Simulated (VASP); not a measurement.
Runs of VASP 6.6.1 on Ni. It takes space group Fm-3m (No. 225, cubic). The conventional cell has a = 3.524 Å, b = 3.524 Å, c = 3.524 Å, α = 90.00°, β = 90.00°, γ = 90.00°. Within 3.3 Å of Ni (site symmetry m-3m) lie 12 Ni at 2.49 Å. 

```csv
task,fixed moment (μB),k mesh for the DOS,occupations for the DOS,pressure (GPa),moment (μB)
density of states,-,24 × 24 × 24,tetrahedron,-,0.57
single point,0.19,-,-,(a),0.19
single point,0.39,-,-,-17.8,0.39
single point,0.53,-,-,-17.6,0.53
```

Alike in all rows: level LDA; potentials or basis VASP PAW LDA potentials, release 64 (Ni); spin collinear, ferromagnetic start; cell as given; k mesh 16 × 16 × 16; cutoff (eV) 520; smearing fermi-dirac 0.1 eV.

Problem. Fill in the values left out.

Solution. (a) -18.0.

Caveats: the total moment is fixed, so each spin has its own Fermi level (some runs); tetrahedron occupations give inexact forces and stress in metals (some runs).
